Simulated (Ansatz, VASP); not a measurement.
AlCo3 in VASP and in Ansatz

```
Al Co
1.0
     3.57411    0.00000    0.00000
     0.00000    3.57411    0.00000
     0.00000    0.00000    3.57411
Al Co
1 3
Direct
  0.00000 0.00000 0.00000
  0.50000 0.50000 0.00000
  0.50000 0.00000 0.50000
  0.00000 0.50000 0.50000
```

Alike in both runs: functional r2SCAN; dispersion rVV10; k mesh 12 × 12 × 12; occupations gaussian, width 0.1 eV; collinear spin.

Ansatz relaxed the structure, and its values are those at the end. VASP's run is a single point on that final structure, the one shown.

|  | VASP | Ansatz |
| --- | --- | --- |
| version | VASP 6.6.1 | Ansatz 0.2.0 |
| potentials or method | VASP PAW PBE potentials, release 64 (Al, Co), cutoff 520 eV | scalar-relativistic, plane waves, PAW |
| valence electrons in the cell | 30 | 54 |

VASP gave:

- gap on the k mesh at the Fermi level (eV): none
- pressure (GPa): 0.0
- net moment per atom (μB): 1.12
- size of the moment on the site where the two differ most (μB): 0.04

Which values does Ansatz return?

gap on the k mesh at the Fermi level (eV): none; pressure (GPa): 0.0; net moment per atom (μB): 1.13; size of the moment on the site where the two differ most (μB): 0.06.

VASP's potentials were made for PBE, not for r2SCAN. Site moments also hang on the region over which each program counts them. A gap of «none» marks a metal or a gap that the smearing closes. VASP's potentials hold 30 valence electrons a cell and Ansatz's 54, so a difference there can come from the potentials and not from the codes.
